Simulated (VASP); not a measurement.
Write the native input for VASP 6.6.1 that does the following.

```yaml
Task: single point
Functional: BLYP
Potentials_or_basis: VASP PAW PBE potentials, release 64 (Cd, F)
Cutoff: 600 eV
k_mesh: 6 × 2 × 2, shifted
Occupations: gaussian, width 0.1 eV
Spin: no spin polarisation
Dipole_correction: no
Further_INCAR_settings: ALGO = Normal; EDIFF = 1e-06; NBANDS = 20; ISYM = 0
```

The structure of CdF2 lies in POSCAR:

```
CdF2
1.0
    0.0000000000      2.6940000000      2.6940000000
    2.6940000000      0.0000000000      2.6940000000
    2.6940000000      2.6940000000      0.0000000000
Cd F
1 2
Direct
    0.0000000000      0.0000000000      0.0000000000
    0.2500000000      0.2500000000      0.2500000000
    0.7500000000      0.7500000000      0.7500000000
```

The input as run:

INCAR

```
SYSTEM = CdF2
AGGAC = 1.0 ; AGGAX = 1.0
ALDAC = 0.0 ; ALDAX = 1.0
ALGO = Normal ; EDIFF = 1E-6
ENCUT = 600 ; GGA = B5
GGA_COMPAT = .FALSE. ; ISIF = 2
ISMEAR = 0 ; ISYM = 0
LASPH = .TRUE. ; LCHARG = .FALSE.
LREAL = .FALSE. ; LWAVE = .FALSE.
NBANDS = 20 ; NELM = 120
PREC = Accurate ; SIGMA = 0.1
```

KPOINTS

```
Automatic mesh
0
Gamma
  6 2 2
  0.8 0.12 0.38
```

Potentials or basis: VASP PAW PBE potentials, release 64 (Cd, F).

Launch:

```sh
$ cat potpaw_PBE.64/Cd/POTCAR potpaw_PBE.64/F/POTCAR > POTCAR
$ mpirun -np 1 vasp_std > vasp.out
```

It gave:

| Property | Result |
| --- | --- |
| Pressure | 9.3 GPa |
| Band gap on the k mesh | 4.13 eV (least direct gap 4.51 eV) |

Caveat: the k points lie up to 0.95 Å⁻¹ apart, too coarse for converged energies, forces and pressures; the PAW data sets were made with another functional, which shifts forces and pressure a little; a shifted mesh leaves out Γ, where band edges can lie.

It took 34 s on 1 thread of AMD EPYC 7R43 64-Core Processor (Zen 3) (shared host), peak memory 0.14 GiB.
